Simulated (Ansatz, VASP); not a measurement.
**One calculation of CaS, two programs**

Contents of INCAR:

```
SYSTEM = CaS
ALGO = Normal
EDIFF = 1E-7
EDIFFG = -0.01
ENCUT = 500
GGA = PE
GGA_COMPAT = .False.
IBRION = 2
ISIF = 3
ISMEAR = 0
LASPH = .True.
LCHARG = .False.
LREAL = .False.
LWAVE = .False.
NELM = 120
NELMIN = 4
NSW = 100
PREC = Accurate
SIGMA = 0.02
```

File KPOINTS:

```
k-points
0
Gamma
  8 8 8
  0 0 0
```

Contents of POSCAR:

```
CaS
1.0
    0.0000000000      2.8523743200      2.8523743200
    2.8523743200      0.0000000000      2.8523743200
    2.8523743200      2.8523743200      0.0000000000
Ca S
1 1
Direct
    0.0000000000      0.0000000000      0.0000000000
    0.5000000000      0.5000000000      0.5000000000
```

Input for Ansatz:

```yaml
crystal:
  lattice:
    - [0.0, 2.85237432, 2.85237432]
    - [2.85237432, 0.0, 2.85237432]
    - [2.85237432, 2.85237432, 0.0]
  atoms:
    - { symbol: Ca, position: [0.0, 0.0, 0.0] }
    - { symbol: S, position: [0.5, 0.5, 0.5] }
basis:
  ecutwfc: 420
kpoints:
  mp_grid: { grid: [8, 8, 8] }
hamiltonian:
  xc: pbe
scf:
  occupations: { method: gaussian, width: 0.02 }
output:
  forces: true
  stress: true
  eigenvalues: true
  write_density: true
  write_potential: true
  elf: true
  volumetric_format: npy
relax:
  adjacent_minimum: "off"
  f_tol: 0.01
  max_steps: 80
  cell: { stress_tol: 0.05 }
```

Alike in both runs: task relaxation of cell and atoms; functional PBE; k mesh 8 × 8 × 8; occupations gaussian, width 0.02 eV; no spin polarisation.

|  | VASP | Ansatz |
| --- | --- | --- |
| version | VASP 6.6.1 | Ansatz 0.2.0 |
| potentials or method | VASP PAW PBE potentials, release 64 (Ca_sv, S), cutoff 500 eV | scalar-relativistic, plane waves, PAW |
| valence electrons in the cell | 16 | 16 |

```csv
,VASP,Ansatz,Ansatz less VASP
"gap on the k mesh at the Fermi level, each at its own relaxed structure (eV)",2.38,2.38,-0.001
relaxed volume (Å³/atom),23.35,23.29,-0.057
relaxed cell length with the largest relative difference (Å),4.042,4.039,-0.0033
```
